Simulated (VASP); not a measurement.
Write the native input for VASP 6.6.1 that does the following.

```yaml
Task: single point
Functional: PBE
Potentials_or_basis: VASP PAW PBE potentials, release 64 (Se, Ti_sv)
Cutoff: 500 eV
k_mesh: 11 × 11 × 5
Occupations: fermi-dirac, width 0.02 eV
Spin: no spin polarisation
Dipole_correction: no
Further_INCAR_settings: ALGO = Normal; EDIFF = 1e-06; NBANDS = 29
```

The structure of Ti3Se lies in POSCAR:

```
Ti3Se
1.0
    3.1651459602      0.0000000000      0.0000000000
   -1.5825729801      2.7410968082      0.0000000000
    0.0000000000      0.0000000000      7.8625097669
Se Ti
1 3
Direct
    0.0000000000      0.0000000000      0.0000000000
    0.6666666667      0.3333333333      0.5000000000
    0.3333333333      0.6666666667      0.7729020000
    0.3333333333      0.6666666667      0.2270980000
```

These files were run (other wordings do the same):

INCAR

```
SYSTEM = Ti3Se
PREC = Accurate
ENCUT = 500
EDIFF = 1E-6
ISMEAR = -1
SIGMA = 0.02
LREAL = .FALSE.
LASPH = .TRUE.
NELM = 120
ALGO = Normal
ISIF = 2
LWAVE = .FALSE.
LCHARG = .FALSE.
GGA = PE
NBANDS = 29
GGA_COMPAT = .FALSE.
```

KPOINTS

```
regular mesh
0
G
  11 11 5
  0 0 0
```

Potentials or basis: VASP PAW PBE potentials, release 64 (Se, Ti_sv).

Command:

```bash
$ cat potpaw_PBE.64/Se/POTCAR potpaw_PBE.64/Ti_sv/POTCAR > POTCAR
$ mpirun -np 1 vasp_std > vasp.out
```

Results of the run:

```json
{
 "Pressure": "3.8 GPa",
 "Largest force": "0.141 eV/Å",
 "Band gap on the k mesh": "zero (band 21 reaches 8.78 eV, above the bottom of band 22 at 8.18 eV)"
}
```

Run time: 120 s on 1 thread of Intel Xeon 8259CL, with other jobs on the host, peak memory 0.23 GiB.
